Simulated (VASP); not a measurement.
## PbS (rocksalt type): single point with PBE

Crystal: PbS (rocksalt type).

```
Pb S
1.0
     0.00000    3.00420    3.00420
     3.00420    0.00000    3.00420
     3.00420    3.00420    0.00000
Pb S
1 1
Direct
  0.00000 0.00000 0.00000
  0.50000 0.50000 0.50000
```

* Program: VASP 6.6.1
* Task: single point
* Functional: PBE
* Potentials or basis: VASP PAW PBE potentials, release 64 (Pb_d, S)
* Cutoff: 520 eV
* k mesh: 12 × 12 × 12
* Occupations: fermi-dirac, width 0.1 eV
* Spin: no spin polarisation
* Dipole correction: no
* Further INCAR settings: ALGO = Normal; EDIFF = 1e-06; NBANDS = 17

```json
{"Pressure": "-0.1 GPa", "Band gap on the k mesh": "0.50 eV, direct"}
```

Levels at points of the mesh, in eV from the valence-band top:
```
           k point  band 6  band 7  band 8  band 9  band 10  band 11  band 12  band 13  band 14  band 15
(0.00, 0.00, 0.00)  -13.22   -6.07   -1.94   -1.94    -1.94     5.14     5.14     5.14     6.87     6.87
(0.50, 0.00, 0.00)  -12.07   -8.59   -1.58   -1.58     0.00     0.50     2.08     2.08     8.65    10.22
(0.50, 0.50, 0.00)  -11.70   -7.11   -4.83   -3.15    -3.15     4.07     5.48     5.58     5.58    11.18
```

It took 48 s on 1 thread of Intel(R) Xeon(R) 6975P-C (Granite Rapids), on a shared host, peak memory 0.21 GiB.

Caveat: spin-orbit coupling is left out, which moves the levels of the heavy elements. A k mesh can miss the band edges.
